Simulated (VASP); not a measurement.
Here is a VASP 6.6.1 calculation.

The input INCAR:

```
ALGO = Normal
EDIFF = 1E-6
ENCUT = 520
GGA = CA
ISIF = 2
ISMEAR = -1
LASPH = True
LCHARG = True
LELF = True
LREAL = False
LVHAR = True
LWAVE = False
NBANDS = 17
NELM = 100
PREC = Accurate
SIGMA = 0.05
```

KPOINTS

```
k-points
0
Gamma
  12 12 7
```

The input POSCAR:

```
Pd
1.0
    2.7983685316      0.0000000000      0.0000000000
   -1.3991842658      2.4234582375      0.0000000000
    0.0000000000      0.0000000000      4.5333570212
Pd
2
Direct
    0.2333333333      0.6166666667      0.1750000000
    0.7666666667      0.3833333333      0.8250000000
```

Potentials or basis: VASP PAW LDA potentials, release 64 (Pd).

Launch:

```bash
$ cat potpaw_LDA.64/Pd/POTCAR > POTCAR
$ mpirun -np 1 vasp_std > vasp.out
```

(1) What does it give for the band gap on the k mesh?

(2) Predict the largest force.

(3) Estimate the pressure.

Answers

(1) zero (band 10 reaches 10.08 eV, above the bottom of band 11 at 9.19 eV).

(2) 15.409 eV/Å.

(3) 53.2 GPa.

Caveat: forces of over 1 eV/Å act on the atoms, so gaps and moduli don't describe the material at rest.
